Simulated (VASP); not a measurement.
TaC:

```
Ta C
1.0
     0.00000    2.22700    2.22700
     2.22700    0.00000    2.22700
     2.22700    2.22700    0.00000
Ta C
1 1
Direct
  0.00000 0.00000 0.00000
  0.50000 0.50000 0.50000
```

```yaml
Program: VASP 6.6.1
Task: relaxation of cell and atoms
Functional: PBE
Potentials_or_basis: VASP PAW PBE potentials, release 64 (Ta_pv, C)
Cutoff: 600 eV
k_mesh: 16 × 16 × 16
Occupations: gaussian, width 0.1 eV
Spin: no spin polarisation
```

At the start: pressure 5.4 GPa; volume 11.04 Å³/atom.

**Question.** Where does the relaxation end?

**Answer.** Over 3 steps the energy falls by 3.0 meV/atom and the volume is 11.23 Å³/atom (+1.6 %); space group Fm-3m (No. 225, to 0.05 Å).

The path:
```
step  energy change (eV)  largest force (eV/Å)  pressure (GPa)  volume (Å³)
   1              0.0000                0.0000            5.44        22.09
   2              0.0253                0.0000          -11.26        23.31
   3             -0.0060                0.0000           -0.06        22.45
```

Final structure:
```cif
data_structure
_symmetry_space_group_name_H-M 'P 1'
_symmetry_Int_Tables_number 1
_cell_length_a 3.1667
_cell_length_b 3.1667
_cell_length_c 3.1667
_cell_angle_alpha 60.000
_cell_angle_beta 60.000
_cell_angle_gamma 60.000
_cell_volume 22.45
loop_
_atom_site_label
_atom_site_type_symbol
_atom_site_fract_x
_atom_site_fract_y
_atom_site_fract_z
_atom_site_occupancy
Ta1 Ta 0.00000 0.00000 0.00000 1
C1 C 0.50000 0.50000 0.50000 1
```
